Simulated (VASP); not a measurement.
# Ni in VASP: a series of runs

Runs on Ni. Level: LDA. Tasks: single point.

Everything below comes from runs of VASP 6.6.1. Logs are shortened: lines on timing, memory, paths and dates and some standing lists are left out, and cuts for length are marked.

## 1. The cell of the first run

It takes space group I4/mmm (No. 139, tetragonal). Conventional cell: a = 2.575 Å, b = 2.575 Å, c = 3.536 Å, α = 90.00°, β = 90.00°, γ = 90.00°. Within 3.3 Å of Ni (site symmetry 4/mmm) lie 12 Ni at 2.54 to 2.58 Å.

## 2. Single point, LDA, collinear spin, ferromagnetic start (equal xx and yy strain of +3 %)

Input file INCAR:

```
ALGO = Normal
EDIFF = 1E-7
ENCUT = 520
ISIF = 2
ISMEAR = -1
ISPIN = 2
LASPH = T
LCHARG = F
LMAXMIX = 4
LORBIT = 11
LREAL = F
LWAVE = F
MAGMOM = 1.5
NBANDS = 15
NELM = 150
PREC = Accurate
SIGMA = 0.05
```

Input file KPOINTS:

```
k-points
0
Gamma
  20 20 20
```

Input file POSCAR:

```
Ni
1.0
    0.0000000000      1.8209885000      1.7679500000
    1.8209885000      0.0000000000      1.7679500000
    1.8209885000      1.8209885000      0.0000000000
Ni
1
Direct
    0.0000000000      0.0000000000      0.0000000000
```

Potentials or basis: VASP PAW LDA potentials, release 64 (Ni).

Command:

```bash
> cat potpaw_LDA.64/Ni/POTCAR > POTCAR
> mpirun -np 1 vasp_std > vasp.out
```

OUTCAR:

```text
EDIFF = 1E-7
   ENCUT = 520
   ISIF = 2
   ISMEAR = -1
   ISPIN = 2
   LASPH = T
   LORBIT = 11
   LREAL = F
   NELM = 150
   PREC = Accurate

 ion  position               nearest neighbor table
   1  0.000  0.000  0.000-

  LATTYP: Found a body centered tetragonal cell.
 ALAT       =     2.5752666336
 C/A-ratio  =     1.3730228761

  Lattice vectors:

 A1 = (   0.0000000000,  -1.8209885000,  -1.7679500000)
 A2 = (   0.0000000000,   1.8209885000,  -1.7679500000)
 A3 = (   1.8209885000,   0.0000000000,   1.7679500000)

Analysis of symmetry for initial positions (statically):
=====================================================================
 Subroutine PRICEL returns:
 Original cell was already a primitive cell.

 Routine SETGRP: Setting up the symmetry group for a
 body centered tetragonal supercell.

 Subroutine GETGRP returns: Found 16 space group operations
 (whereof 16 operations were pure point group operations)
 out of a pool of 16 trial point group operations.

The static configuration has the point symmetry D_4h.

Analysis of symmetry for dynamics (positions and initial velocities):
=====================================================================
 Subroutine PRICEL returns:
 Original cell was already a primitive cell.

 Routine SETGRP: Setting up the symmetry group for a
 body centered tetragonal supercell.

 Subroutine GETGRP returns: Found 16 space group operations
 (whereof 16 operations were pure point group operations)
 out of a pool of 16 trial point group operations.

The dynamic configuration has the point symmetry D_4h.

Analysis of structural, dynamic, and magnetic symmetry:
=====================================================================
 Subroutine PRICEL returns:
 Original cell was already a primitive cell.

 Routine SETGRP: Setting up the symmetry group for a
 body centered tetragonal supercell.

 Subroutine GETGRP returns: Found 16 space group operations
 (whereof 16 operations were pure point group operations)
 out of a pool of 16 trial point group operations.

The overall configuration has the point symmetry D_4h.

 Subroutine INISYM returns: Found 16 space group operations
 (whereof 16 operations are pure point group operations),
 and found     1 'primitive' translations

----------------------------------------------------------------------------------------

                                     Primitive cell

  volume of cell :      11.7250

  direct lattice vectors                    reciprocal lattice vectors
     0.000000000  1.820988500  1.767950000    -0.274576144  0.274576144  0.282813428
     1.820988500  0.000000000  1.767950000     0.274576144 -0.274576144  0.282813428
     1.820988500  1.820988500  0.000000000     0.274576144  0.274576144 -0.282813428

  length of vectors
     2.538039858  2.538039858  2.575266634     0.480382715  0.480382715  0.480382715

  position of ions in fractional coordinates (direct lattice)
     0.000000000  0.000000000  0.000000000

  ion indices of the primitive-cell ions
   primitive index   ion index
                 1           1

----------------------------------------------------------------------------------------

 KPOINTS: k-points

Automatic generation of k-mesh.
 Grid dimensions read from file:
 generate k-points for:   20   20   20

 Generating k-lattice:

  Cartesian coordinates                     Fractional coordinates (reciprocal lattice)
    -0.013728807  0.013728807  0.014140671     0.050000000  0.000000000  0.000000000
     0.013728807 -0.013728807  0.014140671     0.000000000  0.050000000  0.000000000
     0.013728807  0.013728807 -0.014140671    -0.000000000 -0.000000000  0.050000000

  Length of vectors
     0.024019136  0.024019136  0.024019136

  Shift w.r.t. Gamma in fractional coordinates (k-lattice)
     0.000000000  0.000000000  0.000000000

 Subroutine IBZKPT returns following result:
 ===========================================

 Found    641 irreducible k-points:

 Following reciprocal coordinates:
            Coordinates               Weight
  0.000000  0.000000  0.000000      1.000000
  0.050000  0.000000  0.000000      8.000000
  0.100000  0.000000  0.000000      8.000000
  0.150000  0.000000  0.000000      8.000000
  0.200000  0.000000  0.000000      8.000000
  0.250000  0.000000  0.000000      8.000000
[... 16 lines left out ...]
 -0.400000  0.050000  0.000000      8.000000
 -0.350000  0.050000  0.000000      8.000000
 [... further k-points ...]
   k-points           NKPTS =    641   k-points in BZ     NKDIM =    641   number of bands    NBANDS=     15
   number of dos      NEDOS =    301   number of ions     NIONS =      1
   total plane-waves  NPLWV =   8000
   dimension x,y,z NGX =    20 NGY =   20 NGZ =   20
   dimension x,y,z NGXF=    40 NGYF=   40 NGZF=   40
   ions per type =               1
   NGX,Y,Z   is equivalent  to a cutoff of  13.10, 13.10, 12.91 a.u.
   NGXF,Y,Z  is equivalent  to a cutoff of  26.20, 26.20, 25.82 a.u.
 SYSTEM =  unknown system
   PREC   = accura    normal or accurate (medium, high low for compatibility)
   ISTART =      0    job   : 0-new  1-cont  2-samecut
   ICHARG =      2    charge: 1-file 2-atom 10-const
   ISPIN  =      2    spin polarized calculation?
   LNONCOLLINEAR =      F non collinear calculations
   LSORBIT =      F    spin-orbit coupling
   LASPH  =      T    aspherical Exc in radial PAW
   ENCUT  =  520.0 eV  38.22 Ry    6.18 a.u.   4.72  4.72  4.79*2*pi/ulx,y,z
   NELM   =    150;   NELMIN=  2; NELMDL= -5     # of ELM steps
   EDIFF  = 0.1E-06   stopping-criterion for ELM
   LREAL  =      F    real-space projection
   EDIFFG = 0.1E-05   stopping-criterion for IOM
   NSW    =      0    number of steps for IOM
   IBRION =     -1    ionic relax: 0-MD 1-quasi-New 2-CG
   NFREE  =      0    steps in history (QN), initial steepest desc. (CG)
   ISIF   =      2    stress and relaxation
   ISYM   =      2    0-nonsym 1-usesym 2-fastsym
   POTIM  = 0.5000    time-step for ionic-motion
   TEBEG  =    0.0;   TEEND  =   0.0 temperature during run
   PSTRESS=    0.0 pullay stress
   NELECT =      10.0000    total number of electrons
   NUPDOWN=      -1.0000    fix difference up-down
   EMIN   =  10.00;   EMAX   =-10.00  energy-range for DOS
   EFERMI =   0.00;   METHOD = LEGACY
   ISMEAR =    -1;   SIGMA  =   0.05  broadening in eV -4-tet -1-fermi 0-gaus
   EFERMI_NEDOS =   21; number of points for ismear=-14 and -15
   IALGO  =     38    algorithm
   IMIX   =      4    mixing-type and parameters
     AMIX     =   0.40;   BMIX     =  1.00
     AMIX_MAG =   1.60;   BMIX_MAG =  1.00
  volume/ion in A,a.u.               =      11.73        79.12
  Fermi-wavevector in a.u.,A,eV,Ry     =   1.552518  2.933834 32.794297  2.410313
  Thomas-Fermi vector in A             =   2.656882
   LORBIT       =     11    0 simple, 1 ext, 2 COOP (PROOUT), +10 PAW based schemes
   GGA     = CA    functional components
   LHFCALC =     F    Hartree Fock is set to
   AEXX    =    0.0000 exact exchange contribution
   IVDW    =     0    specifies the selected vdW correction
   LEPSILON=     F    determine dielectric tensor
   LRPA    =     F    only Hartree local field effects (RPA)
 spin polarized calculation
  energy-cutoff  :      520.00
  volume of cell :       11.73
 maximum number of plane-waves:       327
   NGX =  9   NGY =  9   NGZ =  9

 number of electron      10.0000000 magnetization       1.5000000

 number of electron       9.9999992 magnetization       0.6200209

 Free energy of the ion-electron system (eV)
  ---------------------------------------------------
  ext. energy  EPLUGINS =         0.00000000
  ---------------------------------------------------
  free energy    TOTEN  =        -6.41872274 eV

  energy without entropy =       -6.40205526  energy(sigma->0) =       -6.41038900

 E-fermi :   7.9953     XC(G=0): -13.1744

 val. band max:        7.9942604290   @ k =  -0.2000   0.3000   0.2000
 cond. band min:       7.9954805994   @ k =  -0.3500   0.3500   0.2500
 fundamental gap:      0.0012201704
 Fermi energy:         7.9952892146

 spin component 1

 k-point     1 :       0.0000    0.0000    0.0000
  band No.  band energies     occupation
      1      -0.4743      1.00000
      2       5.7748      1.00000
      3       5.7748      1.00000
      4       5.9358      1.00000
      5       6.7696      1.00000
      6       6.9432      1.00000
      7      31.1740      0.00000
      8      34.2558      0.00000
      9      34.2558      0.00000
     10      34.4591      0.00000
     11      37.0100      0.00000
     12      37.1378      0.00000
     13      37.1378      0.00000
     14      40.3737      0.00000
     15      44.7898      0.00000
[... 397 lines left out ...]
 k-point    24 :      -0.3500    0.0500    0.0000
  band No.  band energies     occupation
      1       3.2187      1.00000
      2       5.8616      1.00000
      3       5.9725      1.00000
      4       6.0669      1.00000
      5       7.1865      1.00000
      6       7.4710      0.99997
      7      16.6625      0.00000
      8      29.3802      0.00000
      9      30.7782      0.00000
     10      31.9760      0.00000
     11      34.3210      0.00000
     12      36.5391      0.00000
     13      40.9126      0.00000
     14      46.7493      0.00000
     15      48.4560      0.00000

 [... further k-points ...]

 spin component 2

 k-point     1 :       0.0000    0.0000    0.0000
  band No.  band energies     occupation
      1      -0.4382      1.00000
      2       6.4063      1.00000
      3       6.4063      1.00000
      4       6.5654      1.00000
      5       7.3536      1.00000
      6       7.5250      0.99992
      7      31.1455      0.00000
      8      34.3037      0.00000
      9      34.3037      0.00000
     10      34.5233      0.00000
     11      37.1543      0.00000
     12      37.2990      0.00000
     13      37.2990      0.00000
     14      40.3426      0.00000
     15      44.9433      0.00000
[... 397 lines left out ...]
 k-point    24 :      -0.3500    0.0500    0.0000
  band No.  band energies     occupation
      1       3.4369      1.00000
      2       6.4137      1.00000
      3       6.4427      1.00000
      4       6.5656      1.00000
      5       7.8369      0.95961
      6       8.0889      0.13323
      7      16.9024      0.00000
      8      29.4294      0.00000
      9      30.8365      0.00000
     10      32.1044      0.00000
     11      34.4351      0.00000
     12      36.6394      0.00000
     13      41.0212      0.00000
     14      46.8554      0.00000
     15      48.6064      0.00000

 [... further k-points ...]
[... 5 lines left out ...]
  --------------------------------------------------------------------------------------
  -------------------------------------------------------------------------------------
  Total       -2.0230593     -2.0230593     -1.8384905      0.0000000      0.0000000     -0.0000000
  in kB     -276.4424970   -276.4424970   -251.2219495      0.0000000      0.0000000     -0.0000000
  external PRESSURE =    -268.0356479 kB  Pullay stress =       0.0000000 kB

 VOLUME and BASIS-vectors are now :
 -----------------------------------------------------------------------------
  energy-cutoff  :      520.00
  volume of cell :       11.73
      direct lattice vectors                 reciprocal lattice vectors
     0.000000000  1.820988500  1.767950000    -0.274576144  0.274576144  0.282813428
     1.820988500  0.000000000  1.767950000     0.274576144 -0.274576144  0.282813428
     1.820988500  1.820988500  0.000000000     0.274576144  0.274576144 -0.282813428

 POSITION                                       TOTAL-FORCE (eV/Angst)
 -----------------------------------------------------------------------------------
      0.00000      0.00000      0.00000         0.000000     -0.000000      0.000000
 -----------------------------------------------------------------------------------
    total drift:                                0.000000      0.000000      0.000000

  FREE ENERGIE OF THE ION-ELECTRON SYSTEM (eV)
  ---------------------------------------------------
  free  energy   TOTEN  =        -6.4187227378 eV

  energy  without entropy=       -6.4020552633  energy(sigma->0) =       -6.41038900

 total charge

# of ion       s       p       d       tot
------------------------------------------
    1        0.469   0.433   8.296   9.199

 magnetization (x)

# of ion       s       p       d       tot
------------------------------------------
    1       -0.005  -0.018   0.653   0.630
```

It took 1.8 min on 1 thread of Intel Xeon 6975P-C (Granite Rapids), shared host; peak memory 0.26 GiB.

What came out:

| Quantity | Value |
| --- | --- |
| Free energy | -6.4187 eV |
| Pressure | -26.8 GPa |
| Net moment | 0.62 μB per cell |
| Site moments | Ni +0.63 μB |
| Valence electrons inside the program's atomic spheres | Ni 9.20 |

Caveat: the cell differs from its parent crystal (equal xx and yy strain of +3 %); the cell stands under tension.

(Part 1 of 2 ends here.)
